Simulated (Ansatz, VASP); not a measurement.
**Be3S5 in VASP and in Ansatz**

```
Be S
1.0
    -1.78979    1.78979   10.85306
     1.78979   -1.78979   10.85306
     1.78979    1.78979  -10.85306
Be S
3 5
Cartesian
  0.0000 0.0000 6.6510
  0.0000 0.0000 15.0551
  0.0000 0.0000 0.0000
  1.7898 0.0000 9.7643
  1.7898 0.0000 7.7092
  0.0000 1.7898 5.4265
  1.7898 0.0000 1.0888
  1.7898 0.0000 3.1439
```

Alike in both runs: functional PBE; k mesh 7 × 7 × 7; occupations gaussian, width 0.2 eV; no spin polarisation.

Ansatz relaxed the structure, and its values are those at the end. VASP's run is a single point on that final structure, the one shown.

|  | VASP | Ansatz |
| --- | --- | --- |
| version | VASP 6.6.1 | Ansatz 0.2.0 |
| potentials or method | VASP PAW PBE potentials, release 64 (Be, S), cutoff 520 eV | scalar-relativistic, plane waves, PAW |
| valence electrons in the cell | 36 | 36 |

Ansatz gave:

- gap on the k mesh at the Fermi level (eV): 0.55
- least direct gap on the mesh (eV): 0.65
- pressure (GPa): 0.0
- rms of the force components (eV/Å): 0.001

Question: What did VASP give for the same quantities?

Answer: gap on the k mesh at the Fermi level (eV): 0.58; least direct gap on the mesh (eV): 0.68; pressure (GPa): -0.2; rms of the force components (eV/Å): 0.050.

The functional is the same, so the differences come from potentials, cutoffs and numerics.
